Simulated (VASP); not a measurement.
Sr2C:

```
Sr C
1.0
     1.93637    1.11797    6.39753
    -1.93637    1.11797    6.39753
     0.00000   -2.23593    6.39753
Sr C
2 1
Direct
  0.25793 0.25793 0.25793
  0.74207 0.74207 0.74207
  0.00000 0.00000 0.00000
```

- Program: VASP 6.6.1
- Task: relaxation of cell and atoms
- Functional: PBE
- Potentials or basis: VASP PAW PBE potentials, release 64 (Sr_sv, C)
- Cutoff: 600 eV
- k mesh: 6 × 6 × 6
- Occupations: gaussian, width 0.1 eV
- Spin: no spin polarisation

At the start: pressure 3.7 GPa; volume 27.70 Å³/atom.

Problem. Where does the relaxation end?

Solution. Over 13 steps the energy falls by 88.4 meV/atom and the volume is 32.87 Å³/atom (+18.7 %); space group R-3m (No. 166, to 0.05 Å).

The path:
```tsv
step	energy change (eV)	largest force (eV/Å)	pressure (GPa)	volume (Å³)
1	0.0000	0.3667	3.71	83.10
2	-0.1342	0.6867	0.40	91.04
3	-0.1484	0.8091	-0.87	95.11
4	-0.2248	0.5236	-0.78	96.71
5	-0.2538	0.2167	-0.67	98.07
6	-0.2551	0.1369	-0.65	98.43
7	-0.2601	0.0064	0.37	95.79
8	-0.2608	0.0310	0.10	96.45
9	-0.2616	0.0354	0.09	96.67
10	-0.2634	0.0470	0.05	97.33
11	-0.2643	0.0719	-0.02	98.61
12	-0.2644	0.0639	0.01	98.20
13	-0.2652	0.0108	0.08	98.60
```

Final structure:
```yaml
crystal:
  lattice:
    - [2.07985, 1.20080, 6.57964]
    - [-2.07985, 1.20080, 6.57964]
    - [0.00000, -2.40160, 6.57964]
  atoms:
    - { symbol: Sr, position: [0.26649, 0.26649, 0.26649] }
    - { symbol: Sr, position: [0.73351, 0.73351, 0.73351] }
    - { symbol: C, position: [0.00000, 0.00000, 0.00000] }
```

Caveat: the volume moved by over 15 % at a fixed basis, so the end points are rough.
